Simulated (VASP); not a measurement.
# ZrB (Immm) in VASP: notebook, part 2 of 2

VASP 6.6.1. Earlier steps stand in the parts before.

### Step 3. Single point, PBEsol (strain -0.0500 x Voigt [0, 0, 0, 1, 0, 0])

Input file INCAR:

```
PREC     = Accurate       # precision mode
ENCUT    = 520            # plane-wave cutoff, eV
EDIFF    = 1E-6           # SCF threshold, eV
ISMEAR   = 0              # smearing method
SIGMA    = 0.15           # smearing width, eV
LREAL    = False          # projectors in reciprocal space
LASPH    = True           # aspherical terms in the spheres
NELM     = 80             # most SCF steps
ALGO     = Normal         # electronic algorithm
ISIF     = 2              # what is computed and relaxed
LWAVE    = False          # write WAVECAR
LCHARG   = False          # write CHGCAR
GGA      = PS             # functional
NBANDS   = 14             # bands
```

Input file KPOINTS:

```
regular mesh
0
Gamma
  18 18 18
```

Input file POSCAR:

```
ZrB
1.0
    0.0000000000      2.2668750000      2.2668750000
    2.3250000000     -0.0581250000      2.3250000000
    2.3250000000      2.3250000000     -0.0581250000
Zr B
1 1
Direct
    0.0000000000      0.0000000000      0.0000000000
    0.5000000000      0.5000000000      0.5000000000
```

Potentials or basis: VASP PAW PBE potentials, release 64 (Zr_sv, B).

Command:

```console
cat potpaw_PBE.64/Zr_sv/POTCAR potpaw_PBE.64/B/POTCAR > POTCAR
mpirun -np 1 vasp_std > vasp.out
```

OUTCAR:

```text
PREC = Accurate
   ENCUT = 520
   EDIFF = 1E-6
   ISMEAR = 0
   LREAL = False
   LASPH = True
   NELM = 80
   ISIF = 2
   GGA = PS

 ion  position               nearest neighbor table
   1  0.000  0.000  0.000-   2 2.33   2 2.33   2 2.33   2 2.33   2 2.33   2 2.33
   2  0.500  0.500  0.500-   1 2.33   1 2.33   1 2.33   1 2.33   1 2.33   1 2.33

  LATTYP: Found a body centered orthorhombic cell.
 ALAT       =     3.2058453692
 B/A-ratio  =     1.0512820513
 C/A-ratio  =     1.4504754486

  Lattice vectors:

 A1 = (  -2.3250000000,   0.0581250000,  -2.3250000000)
 A2 = (  -2.3250000000,  -0.0581250000,   2.3250000000)
 A3 = (   2.3250000000,   2.3250000000,  -0.0581250000)

Analysis of symmetry for initial positions (statically):
=====================================================================
 Subroutine PRICEL returns:
 Original cell was already a primitive cell.

 Routine SETGRP: Setting up the symmetry group for a
 body centered orthorhombic supercell.

 Subroutine GETGRP returns: Found  8 space group operations
 (whereof  8 operations were pure point group operations)
 out of a pool of  8 trial point group operations.

The static configuration has the point symmetry D_2h.
[... 167 lines left out ...]

 k-point     1 :       0.0000    0.0000    0.0000
  band No.  band energies     occupation
      1     -37.7451      2.00000
      2     -15.5595      2.00000
      3     -15.5115      2.00000
      4     -15.4647      2.00000
      5       0.6027      2.00000
      6      10.4664      0.00000
      7      10.7609      0.00000
      8      11.1723      0.00000
      9      12.5894      0.00000
     10      12.6412      0.00000
     11      12.6444      0.00000
     12      12.7574      0.00000
     13      12.9853      0.00000
     14      20.0511      0.00000
[... 377 lines left out ...]
      1     -37.6574      2.00000
      2     -16.1467      2.00000
      3     -15.6474      2.00000
      4     -15.5714      2.00000
      5       2.7242      2.00000
      6       7.4694      2.00000
      7       8.1399      2.00000
      8       8.3771      2.00000
      9      12.6667      0.00000
     10      13.2367      0.00000
     11      14.2945      0.00000
     12      18.6003      0.00000
     13      19.9778      0.00000
     14      21.3049      0.00000

 [... further k-points ...]
[... 5 lines left out ...]
  --------------------------------------------------------------------------------------
  -------------------------------------------------------------------------------------
  Total        4.6737594      4.6780558      4.6780558      0.0000000      0.4572410      0.0000000
  in kB      298.0914926    298.3655176    298.3655176      0.0000000     29.1627434      0.0000000
  external PRESSURE =     298.2741759 kB  Pullay stress =       0.0000000 kB

 VOLUME and BASIS-vectors are now :
 -----------------------------------------------------------------------------
  energy-cutoff  :      520.00
  volume of cell :       25.12
      direct lattice vectors                 reciprocal lattice vectors
     0.000000000  2.266875000  2.266875000    -0.215053763  0.220567963  0.220567963
     2.325000000 -0.058125000  2.325000000     0.215053763 -0.209808550  0.209808550
     2.325000000  2.325000000 -0.058125000     0.215053763  0.209808550 -0.209808550

 POSITION                                       TOTAL-FORCE (eV/Angst)
 -----------------------------------------------------------------------------------
      0.00000      0.00000      0.00000         0.000000     -0.000000     -0.000000
      2.32500      2.26688      2.26687        -0.000000      0.000000      0.000000
 -----------------------------------------------------------------------------------
    total drift:                                0.000000     -0.000000     -0.000000

  FREE ENERGIE OF THE ION-ELECTRON SYSTEM (eV)
  ---------------------------------------------------
  free  energy   TOTEN  =       -16.6074925250 eV

  energy  without entropy=      -16.5955814710  energy(sigma->0) =      -16.60153700
```

OSZICAR:

```text
N       E                     dE             d eps       ncg     rms          rms(c)
DAV:   1     0.968212062442E+02    0.96821E+02   -0.79218E+03 24268   0.104E+03
DAV:   2    -0.143217433425E+02   -0.11114E+03   -0.10512E+03 29692   0.287E+02
DAV:   3    -0.181906523267E+02   -0.38689E+01   -0.38234E+01 36440   0.453E+01
DAV:   4    -0.182621189938E+02   -0.71467E-01   -0.71444E-01 28780   0.571E+00
DAV:   5    -0.182638642781E+02   -0.17453E-02   -0.17452E-02 36510   0.600E-01    0.241E+01
DAV:   6    -0.166293406645E+02    0.16345E+01   -0.23131E+00 29044   0.137E+01    0.937E+00
DAV:   7    -0.166063665588E+02    0.22974E-01   -0.28675E-01 35736   0.383E+00    0.370E+00
DAV:   8    -0.166079870401E+02   -0.16205E-02   -0.30171E-02 29798   0.155E+00    0.333E-01
DAV:   9    -0.166074375115E+02    0.54953E-03   -0.23926E-03 27676   0.325E-01    0.138E-01
DAV:  10    -0.166074953623E+02   -0.57851E-04   -0.27137E-04 28576   0.187E-01    0.184E-02
DAV:  11    -0.166074933378E+02    0.20244E-05   -0.10641E-05 31716   0.282E-02    0.422E-03
DAV:  12    -0.166074925250E+02    0.81283E-06   -0.43874E-07 16706   0.780E-03
   1 F= -.16607493E+02 E0= -.16601537E+02  d E =-.119111E-01
```

stdout:

```text
POSCAR found type information on POSCAR ZrB
 POSCAR found :  2 types and       2 ions
 scaLAPACK will be used
 -----------------------------------------------------------------------------
|                                                                             |
|                                                                             |
|     You enforced a specific xc type in the INCAR file but a different       |
|     I HOPE YOU KNOW WHAT YOU ARE DOING!                                     |
|                                                                             |
 -----------------------------------------------------------------------------

 LDA part: xc-table for (Slater+PW92), standard interpolation
 POSCAR, INCAR and KPOINTS ok, starting setup
 FFT: planning ... GRIDC
 FFT: planning ... GRID_SOFT
 FFT: planning ... GRID
 WAVECAR not read
 entering main loop
```

Wall time 65 s (1 thread of Intel Xeon 6975P-C (Granite Rapids), shared host); peak memory 0.4 GiB.

Results:

* Free energy: -16.6075 eV
* Pressure: 29.8 GPa
* Band gap on the k mesh: zero (an odd number of electrons rules out a gap without spin polarisation)

Caveat: the cell differs from its parent crystal (strain -0.0500 x Voigt [0, 0, 0, 1, 0, 0]); the cell stands under pressure; the PAW data sets were made with another functional, which shifts forces and pressure a little.

### Step 4. Single point, PBEsol (strain +0.0250 x Voigt [0, 0, 0, 1, 0, 0])

Input file INCAR:

```
ALGO = Normal
EDIFF = 1E-6
ENCUT = 520
GGA = PS
ISIF = 2
ISMEAR = 0
LASPH = True
LCHARG = False
LREAL = False
LWAVE = False
NBANDS = 14
NELM = 100
PREC = Accurate
SIGMA = 0.15
```

Input file KPOINTS:

```
k-points
0
Gamma
  18 18 18
```

Input file POSCAR:

```
ZrB
1.0
    0.0000000000      2.3540625000      2.3540625000
    2.3250000000      0.0290625000      2.3250000000
    2.3250000000      2.3250000000      0.0290625000
Zr B
1 1
Direct
    0.0000000000      0.0000000000      0.0000000000
    0.5000000000      0.5000000000      0.5000000000
```

Command:

```console
cat potpaw_PBE.64/Zr_sv/POTCAR potpaw_PBE.64/B/POTCAR > POTCAR
mpirun -np 1 vasp_std > vasp.out
```

Run time: 87 s. Hardware: 1 thread of Intel Xeon 6975P-C (Granite Rapids), shared host; peak memory 0.41 GiB.

The run converged. Its results:

```yaml
Free_energy: -16.6183 eV
Pressure: 29.7 GPa
Band_gap_on_the_k_mesh: zero (an odd number of electrons rules out a gap without spin polarisation)
```

Stress tensor (GPa, compression positive):
```
29.76  0.00  0.00
 0.00 29.73 -1.44
 0.00 -1.44 29.73
```

Levels at points of the mesh, in eV from the Fermi level:
```csv
k point,band 6,band 7,band 8,band 9,band 10,band 11
"(0.00, 0.00, 0.00)",1.72,1.88,2.07,3.70,3.70,3.76
"(0.50, 0.00, 0.00)",-3.61,-1.43,-1.23,5.56,5.83,7.32
"(0.00, 0.50, 0.00)",-3.47,-1.59,-1.39,5.70,5.91,7.47
"(0.50, 0.50, 0.00)",-1.17,-0.29,2.57,2.57,5.48,6.93
"(0.00, 0.50, 0.50)",-1.17,-0.28,2.43,2.72,5.49,6.93
```

Caveat: the cell differs from its parent crystal (strain +0.0250 x Voigt [0, 0, 0, 1, 0, 0]); the cell stands under pressure; the PAW data sets were made with another functional, which shifts forces and pressure a little.

### Step 5. Single point, PBEsol (strain +0.0625 x Voigt [0, 0, 0, 1, 0, 0])

Input file INCAR:

```
PREC     = Accurate       # precision mode
ENCUT    = 520            # plane-wave cutoff, eV
EDIFF    = 1E-6           # SCF threshold, eV
ISMEAR   = 0              # smearing method
SIGMA    = 0.15           # smearing width, eV
LREAL    = F              # projectors in reciprocal space
LASPH    = T              # aspherical terms in the spheres
NELM     = 100            # most SCF steps
ALGO     = Normal         # electronic algorithm
ISIF     = 2              # what is computed and relaxed
LWAVE    = F              # write WAVECAR
LCHARG   = F              # write CHGCAR
GGA      = PS             # functional
NBANDS   = 14             # bands
```

Input file KPOINTS:

```
regular mesh
0
Gamma
  18 18 18
```

Input file POSCAR:

```
ZrB
1.0
    0.0000000000      2.3976562500      2.3976562500
    2.3250000000      0.0726562500      2.3250000000
    2.3250000000      2.3250000000      0.0726562500
Zr B
1 1
Direct
    0.0000000000      0.0000000000      0.0000000000
    0.5000000000      0.5000000000      0.5000000000
```

Potentials or basis: VASP PAW PBE potentials, release 64 (Zr_sv, B).

Command:

```console
cat potpaw_PBE.64/Zr_sv/POTCAR potpaw_PBE.64/B/POTCAR > POTCAR
mpirun -np 1 vasp_std > vasp.out
```

OUTCAR:

```text
PREC = Accurate
   ENCUT = 520
   EDIFF = 1E-6
   ISMEAR = 0
   LREAL = F
   LASPH = T
   NELM = 100
   ISIF = 2
   GGA = PS

 ion  position               nearest neighbor table
   1  0.000  0.000  0.000-   2 2.33   2 2.33   2 2.33   2 2.33   2 2.33   2 2.33
   2  0.500  0.500  0.500-   1 2.33   1 2.33   1 2.33   1 2.33   1 2.33   1 2.33

  LATTYP: Found a body centered orthorhombic cell.
 ALAT       =     3.1852950784
 B/A-ratio  =     1.0645161290
 C/A-ratio  =     1.4598333547

  Lattice vectors:

[... 587 lines left out ...]
      9      12.5032      0.00000
     10      13.5043      0.00000
     11      14.4326      0.00000
     12      18.3226      0.00000
     13      19.8074      0.00000
     14      21.0318      0.00000

 [... further k-points ...]
[... 5 lines left out ...]
  --------------------------------------------------------------------------------------
  -------------------------------------------------------------------------------------
  Total        4.6717146      4.6919738      4.6919738      0.0000000     -0.5603762      0.0000000
  in kB      298.0659339    299.3585176    299.3585176      0.0000000    -35.7532688      0.0000000
  external PRESSURE =     298.9276563 kB  Pullay stress =       0.0000000 kB

 VOLUME and BASIS-vectors are now :
 -----------------------------------------------------------------------------
  energy-cutoff  :      520.00
  volume of cell :       25.11
      direct lattice vectors                 reciprocal lattice vectors
     0.000000000  2.397656250  2.397656250    -0.215053763  0.208536983  0.208536983
     2.325000000  0.072656250  2.325000000     0.215053763 -0.221990982  0.221990982
     2.325000000  2.325000000  0.072656250     0.215053763  0.221990982 -0.221990982

 POSITION                                       TOTAL-FORCE (eV/Angst)
 -----------------------------------------------------------------------------------
      0.00000      0.00000      0.00000        -0.000000     -0.000000      0.000000
      2.32500      2.39766      2.39766         0.000000      0.000000     -0.000000
 -----------------------------------------------------------------------------------
    total drift:                               -0.000000      0.000000      0.000000

  FREE ENERGIE OF THE ION-ELECTRON SYSTEM (eV)
  ---------------------------------------------------
  free  energy   TOTEN  =       -16.5994674228 eV

  energy  without entropy=      -16.5874358270  energy(sigma->0) =      -16.59345162
```

OSZICAR:

```text
N       E                     dE             d eps       ncg     rms          rms(c)
DAV:   1     0.965734980843E+02    0.96573E+02   -0.79179E+03 24244   0.104E+03
DAV:   2    -0.143018614122E+02   -0.11088E+03   -0.10483E+03 29740   0.287E+02
DAV:   3    -0.181758053337E+02   -0.38739E+01   -0.38324E+01 36160   0.452E+01
DAV:   4    -0.182525136574E+02   -0.76708E-01   -0.76677E-01 28856   0.586E+00
DAV:   5    -0.182543869639E+02   -0.18733E-02   -0.18733E-02 36556   0.631E-01    0.241E+01
DAV:   6    -0.166210091431E+02    0.16334E+01   -0.23181E+00 29116   0.137E+01    0.937E+00
DAV:   7    -0.165983685674E+02    0.22641E-01   -0.28630E-01 35826   0.382E+00    0.371E+00
DAV:   8    -0.165999638674E+02   -0.15953E-02   -0.30244E-02 29722   0.155E+00    0.328E-01
DAV:   9    -0.165994123500E+02    0.55152E-03   -0.24085E-03 27868   0.325E-01    0.139E-01
DAV:  10    -0.165994702134E+02   -0.57863E-04   -0.27429E-04 28522   0.188E-01    0.183E-02
DAV:  11    -0.165994682310E+02    0.19824E-05   -0.11210E-05 32114   0.288E-02    0.457E-03
DAV:  12    -0.165994674228E+02    0.80822E-06   -0.45047E-07 16596   0.789E-03
   1 F= -.16599467E+02 E0= -.16593452E+02  d E =-.120316E-01
```

Wall time 89 s (1 thread of Intel Xeon 6975P-C (Granite Rapids), shared host); peak memory 0.41 GiB.

Results:

```
Free energy            : -16.5995 eV
Pressure               : 29.9 GPa
Band gap on the k mesh : zero (an odd number of electrons rules out a gap without spin polarisation)
```

Caveat: the cell differs from its parent crystal (strain +0.0625 x Voigt [0, 0, 0, 1, 0, 0]); the cell stands under pressure; the PAW data sets were made with another functional, which shifts forces and pressure a little.

### Step 6. Summary

```tsv
cell	gap on the mesh (eV)	pressure (GPa)
a = 3.411, b = 3.289, c = 3.289 Å, angles 57.5, 58.8, 58.8°, 2 atoms	none	30.0
a = 3.206, b = 3.289, c = 3.289 Å, angles 61.7, 60.8, 60.8°, 2 atoms	none	29.8
a = 3.329, b = 3.288, c = 3.288 Å, angles 59.2, 59.6, 59.6°, 2 atoms	none	29.7
a = 3.391, b = 3.289, c = 3.289 Å, angles 57.9, 59.0, 59.0°, 2 atoms	none	29.9
```

Alike in all rows: task single point; level PBEsol; potentials or basis VASP PAW PBE potentials, release 64 (Zr_sv, B); no spin polarisation; k mesh 18 × 18 × 18; cutoff (eV) 520; smearing gaussian 0.15 eV.

Caveats: the cell stands under pressure; the PAW data sets were made with another functional, which shifts forces and pressure a little.

Total energies depend on the potentials used, so only differences within one code and one set of settings carry meaning.
